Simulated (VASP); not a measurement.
# TiB2 (P6/mmm) in VASP: single point with PBE+D3(BJ)

Aim: the single point of TiB2 with PBE+D3(BJ).

All numbers are computed with VASP 6.6.1; they aren't measurements. Logs are shortened: lines on timing, memory, paths and dates and some standing lists are left out, and cuts for length are marked.

### 1 The cell of the first run

Symmetry: P6/mmm, No. 191, hexagonal system. The conventional cell has a = 3.004 Å, b = 3.004 Å, c = 3.182 Å, α = 90.00°, β = 90.00°, γ = 120.00°. Ti (site symmetry 6/mmm) has 12 B at 2.35 Å and 8 Ti at 3.00 to 3.18 Å within 3.2 Å. Within 2.4 Å of B (site symmetry -6m2) lie 3 B at 1.73 Å and 6 Ti at 2.35 Å.

### 2 Single point, PBE+D3(BJ)

INCAR reads:

```
SYSTEM = TiB2
PREC = Accurate
ENCUT = 520
EDIFF = 1E-6
ISMEAR = 0
SIGMA = 0.1
LREAL = .FALSE.
LASPH = .TRUE.
NELM = 80
ALGO = Normal
ISIF = 2
LWAVE = .FALSE.
LCHARG = .FALSE.
GGA = PE
IVDW = 12
NBANDS = 16
```

KPOINTS reads:

```
regular mesh
0
G
  18 18 14
  0 0 0
```

POSCAR reads:

```
TiB2
1.0
    3.0037282599      0.0000000000      0.0000000000
   -1.5018641299      2.6013049791      0.0000000000
    0.0000000000      0.0000000000      3.1816550694
Ti B
1 2
Direct
    0.0000000000      0.0000000000      0.0000000000
    0.3333333333      0.6666666667      0.5000000000
    0.6666666667      0.3333333333      0.5000000000
```

Potentials or basis: VASP PAW PBE potentials, release 64 (Ti_sv, B).

Started as:

```sh
cat potpaw_PBE.64/Ti_sv/POTCAR potpaw_PBE.64/B/POTCAR > POTCAR
mpirun -np 1 vasp_std > vasp.out
```

OUTCAR:

```text
SYSTEM = TiB2
   PREC = Accurate
   ENCUT = 520
   EDIFF = 1E-6
   ISMEAR = 0
   LREAL = .FALSE.
   LASPH = .TRUE.
   NELM = 80
   ISIF = 2
   GGA = PE
   IVDW = 12
 IVDW          = 12

 ion  position               nearest neighbor table
   1  0.000  0.000  0.000-   2 2.35   3 2.35   2 2.35   3 2.35   2 2.35   2 2.35   3 2.35   3 2.35
                             3 2.35   3 2.35   2 2.35   2 2.35
   2  0.333  0.667  0.500-   3 1.73   3 1.73   3 1.73   1 2.35   1 2.35   1 2.35   1 2.35   1 2.35
                             1 2.35
   3  0.667  0.333  0.500-   2 1.73   2 1.73   2 1.73   1 2.35   1 2.35   1 2.35   1 2.35   1 2.35
                             1 2.35

  LATTYP: Found a hexagonal cell.
 ALAT       =     3.0037282599
 C/A-ratio  =     1.0592353216

  Lattice vectors:

 A1 = (   3.0037282599,   0.0000000000,   0.0000000000)
 A2 = (  -1.5018641299,   2.6013049791,   0.0000000000)
 A3 = (   0.0000000000,   0.0000000000,   3.1816550694)

Analysis of symmetry for initial positions (statically):
=====================================================================
 Subroutine PRICEL returns:
 Original cell was already a primitive cell.

 Routine SETGRP: Setting up the symmetry group for a
 hexagonal supercell.

 Subroutine GETGRP returns: Found 24 space group operations
 (whereof 24 operations were pure point group operations)
 out of a pool of 24 trial point group operations.

The static configuration has the point symmetry D_6h.

Analysis of symmetry for dynamics (positions and initial velocities):
=====================================================================
 Subroutine PRICEL returns:
 Original cell was already a primitive cell.

 Routine SETGRP: Setting up the symmetry group for a
 hexagonal supercell.

 Subroutine GETGRP returns: Found 24 space group operations
 (whereof 24 operations were pure point group operations)
 out of a pool of 24 trial point group operations.

The dynamic configuration has the point symmetry D_6h.

 Subroutine INISYM returns: Found 24 space group operations
 (whereof 24 operations are pure point group operations),
 and found     1 'primitive' translations

----------------------------------------------------------------------------------------

                                     Primitive cell

  volume of cell :      24.8602

  direct lattice vectors                    reciprocal lattice vectors
     3.003728260  0.000000000  0.000000000     0.332919596  0.192211219  0.000000000
    -1.501864130  2.601304979  0.000000000     0.000000000  0.384422437  0.000000000
     0.000000000  0.000000000  3.181655069     0.000000000  0.000000000  0.314301827

  length of vectors
     3.003728260  3.003728260  3.181655069     0.384422437  0.384422437  0.314301827

[... 89 lines left out ...]
   ISYM   =      2    0-nonsym 1-usesym 2-fastsym
   POTIM  = 0.5000    time-step for ionic-motion
   TEBEG  =    0.0;   TEEND  =   0.0 temperature during run
   PSTRESS=    0.0 pullay stress
   NELECT =      18.0000    total number of electrons
   NUPDOWN=      -1.0000    fix difference up-down
   EMIN   =  10.00;   EMAX   =-10.00  energy-range for DOS
   EFERMI =   0.00;   METHOD = LEGACY
   ISMEAR =     0;   SIGMA  =   0.10  broadening in eV -4-tet -1-fermi 0-gaus
   EFERMI_NEDOS =   21; number of points for ismear=-14 and -15
   IALGO  =     38    algorithm
   IMIX   =      4    mixing-type and parameters
     AMIX     =   0.40;   BMIX     =  1.00
     AMIX_MAG =   1.60;   BMIX_MAG =  1.00
  volume/ion in A,a.u.               =       8.29        55.92
  Fermi-wavevector in a.u.,A,eV,Ry     =   1.470045  2.777982 29.402634  2.161033
  Thomas-Fermi vector in A             =   2.585349
   LORBIT       =      0    0 simple, 1 ext, 2 COOP (PROOUT), +10 PAW based schemes
   GGA     = PE    functional components
   LHFCALC =     F    Hartree Fock is set to
   AEXX    =    0.0000 exact exchange contribution
   IVDW    =    12    specifies the selected vdW correction
   LEPSILON=     F    determine dielectric tensor
   LRPA    =     F    only Hartree local field effects (RPA)
 non-spin polarized calculation
 Gauss-broadening in eV      SIGMA  =   0.10
  energy-cutoff  :      520.00
  volume of cell :       24.86
 maximum number of plane-waves:       696
 NGX is ok and might be reduce to    24
   NGX = 11   NGY = 11   NGZ = 11

 number of electron      17.9999998 magnetization

 Free energy of the ion-electron system (eV)
  ---------------------------------------------------
  ext. energy  EPLUGINS =         0.00000000
  ---------------------------------------------------
  free energy    TOTEN  =       -24.40823795 eV

  energy without entropy =      -24.40653907  energy(sigma->0) =      -24.40738851

 E-fermi :  10.3952     XC(G=0): -12.9223

 val. band max:       10.3794600362   @ k =   0.0556   0.0556   0.5000
 cond. band min:      10.4104302037   @ k =   0.0556   0.0556   0.2857
 fundamental gap:      0.0309701674
 Fermi energy:        10.3952226883

 k-point     1 :       0.0000    0.0000    0.0000
  band No.  band energies     occupation
      1     -46.5221      2.00000
      2     -22.8778      2.00000
      3     -22.5492      2.00000
      4     -22.5492      2.00000
      5      -3.3262      2.00000
      6       7.6378      2.00000
[... 433 lines left out ...]
      3     -22.8011      2.00000
      4     -22.6816      2.00000
      5       0.2784      2.00000
      6       1.9229      2.00000
[... 8 lines left out ...]
     15      18.5347      0.00000
     16      19.5408      0.00000

 [... further k-points ...]

------------------------ aborting loop because EDIFF is reached ----------------------------------------

 Edisp (eV)   -1.29882

 E8    (eV) :    -0.5380

  FORCE on cell =-STRESS in cart. coord.  units (eV):
  Direction    XX          YY          ZZ          XY          YZ          ZX
  --------------------------------------------------------------------------------------
  -------------------------------------------------------------------------------------
  Total       0.03060     0.03060     0.03808     0.00000     0.00000     0.00000
  in kB       1.97179     1.97179     2.45408     0.00000     0.00000     0.00000
  external pressure =        2.13 kB  Pullay stress =        0.00 kB

 VOLUME and BASIS-vectors are now :
 -----------------------------------------------------------------------------
  energy-cutoff  :      520.00
  volume of cell :       24.86
      direct lattice vectors                 reciprocal lattice vectors
     3.003728260  0.000000000  0.000000000     0.332919596  0.192211219  0.000000000
    -1.501864130  2.601304979  0.000000000     0.000000000  0.384422437  0.000000000
     0.000000000  0.000000000  3.181655069     0.000000000  0.000000000  0.314301827

 POSITION                                       TOTAL-FORCE (eV/Angst)
 -----------------------------------------------------------------------------------
      0.00000      0.00000      0.00000         0.000000      0.000000      0.000000
     -0.00000      1.73420      1.59083        -0.000000      0.000000      0.000000
      1.50186      0.86710      1.59083         0.000000     -0.000000      0.000000
 -----------------------------------------------------------------------------------
    total drift:                               -0.000000      0.000000      0.000000

  FREE ENERGIE OF THE ION-ELECTRON SYSTEM (eV)
  ---------------------------------------------------
  free  energy   TOTEN  =       -25.7070564523 eV

  energy  without entropy=      -25.7053575695  energy(sigma->0) =      -25.70620701
```

OSZICAR:

```text
N       E                     dE             d eps       ncg     rms          rms(c)
DAV:   1     0.121580581493E+03    0.12158E+03   -0.90467E+03  9480   0.129E+03
DAV:   2    -0.225817024269E+02   -0.14416E+03   -0.13913E+03 10224   0.342E+02
DAV:   3    -0.294307139085E+02   -0.68490E+01   -0.67847E+01 13792   0.727E+01
DAV:   4    -0.295851672286E+02   -0.15445E+00   -0.15438E+00 11464   0.958E+00
DAV:   5    -0.295886216134E+02   -0.34544E-02   -0.34542E-02 13736   0.123E+00    0.174E+01
DAV:   6    -0.244074808872E+02    0.51811E+01   -0.20066E+01 13608   0.491E+01    0.394E+00
DAV:   7    -0.244044227072E+02    0.30582E-02   -0.99218E-01 10072   0.113E+01    0.353E+00
DAV:   8    -0.244088966292E+02   -0.44739E-02   -0.75907E-02 15472   0.227E+00    0.784E-01
DAV:   9    -0.244086141824E+02    0.28245E-03   -0.27387E-02 11728   0.213E+00    0.241E-01
DAV:  10    -0.244082468731E+02    0.36731E-03   -0.25967E-03 12800   0.630E-01    0.685E-02
DAV:  11    -0.244082502494E+02   -0.33763E-05   -0.31884E-04 12968   0.192E-01    0.651E-02
DAV:  12    -0.244082381467E+02    0.12103E-04   -0.71991E-05 11640   0.107E-01    0.845E-03
DAV:  13    -0.244082379508E+02    0.19591E-06   -0.33780E-06 11272   0.180E-02
   1 F= -.25707056E+02 E0= -.25706207E+02  d E =-.169888E-02
```

stdout:

```text
POSCAR found type information on POSCAR TiB
 POSCAR found :  2 types and       3 ions
 scaLAPACK will be used
 LDA part: xc-table for (Slater+PW92), standard interpolation
 POSCAR, INCAR and KPOINTS ok, starting setup
 FFT: planning ... GRIDC
 FFT: planning ... GRID_SOFT
 FFT: planning ... GRID
 WAVECAR not read
 entering main loop
```

Wall time 40 s (1 thread of Intel Xeon Platinum 8488C (Sapphire Rapids), shared host); peak memory 0.24 GiB.

What came out:

| Item | Value |
| --- | --- |
| Free energy | -25.7071 eV |
| Pressure | 0.2 GPa |
| Band gap on the k mesh | zero (bands 9 and 10 overlap by 0.63 eV) |
| Dispersion energy per atom | -0.433 eV |

Levels at points of the mesh, in eV from the Fermi level:
```tsv
k point	band 5	band 6	band 7	band 8	band 9	band 10	band 11	band 12	band 13	band 14
(0.00, 0.00, 0.00)	-13.72	-2.76	-2.76	-2.32	-2.22	1.94	1.94	3.79	3.79	5.81
(0.50, 0.00, 0.00)	-9.57	-9.35	-3.38	-3.32	-2.40	1.36	2.80	3.31	3.44	7.64
(0.00, 0.00, 0.50)	-11.69	-7.78	-0.63	-0.63	-0.27	-0.27	0.41	0.41	1.74	6.57
(0.50, 0.00, 0.50)	-9.94	-7.65	-4.83	-3.98	-3.21	2.59	3.00	4.68	4.75	5.49
```

The gap in the log of VASP goes by the Fermi energy; the results here count the filled bands.